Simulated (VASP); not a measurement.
A run of VASP 6.6.1 is set up as follows.

File INCAR:

```
SYSTEM = ZnS
ALGO     = Normal         ! electronic algorithm
EDIFF    = 1E-6           ! SCF threshold, eV
ENCUT    = 520            ! plane-wave cutoff, eV
GGA      = PS             ! functional
ISIF     = 2              ! what is computed and relaxed
ISMEAR   = 0              ! smearing method
LASPH    = .True.         ! aspherical terms in the spheres
LCHARG   = .False.        ! write CHGCAR
LREAL    = .False.        ! projectors in reciprocal space
LWAVE    = .False.        ! write WAVECAR
NBANDS   = 26             ! bands
NELM     = 60             ! most SCF steps
PREC     = Accurate       ! precision mode
SIGMA    = 0.05           ! smearing width, eV
```

File KPOINTS:

```
k-points
0
Gamma
  9 9 6
  0 0 0
```

POSCAR

```
ZnS
1.0
    3.8759826719      0.0000000000      0.0000000000
   -1.9379913360      3.3566994585      0.0000000000
    0.0000000000      0.0000000000      6.3639325194
Zn S
2 2
Direct
    0.3333333333      0.6666666667      0.0054424479
    0.6666666667      0.3333333333      0.5054424479
    0.3333333333      0.6666666667      0.3795575521
    0.6666666667      0.3333333333      0.8795575521
```

Potentials or basis: VASP PAW PBE potentials, release 64 (Zn, S).

The run is started by

```console
$ cat potpaw_PBE.64/Zn/POTCAR potpaw_PBE.64/S/POTCAR > POTCAR
$ mpirun -np 1 vasp_std > vasp.out
```

Estimate the pressure.

-4.8 GPa.

Estimate the largest force.

0.015 eV/Å.

Predict the band gap on the k mesh.

1.83 eV.

Forces in eV/Å, atoms in the order of the input:
```
Zn   0.000  0.000 -0.015
Zn   0.000  0.000 -0.015
S    0.000  0.000  0.015
S    0.000  0.000  0.015
```

Caveat: the cell stands under tension; the PAW data sets were made with another functional, which shifts forces and pressure a little.
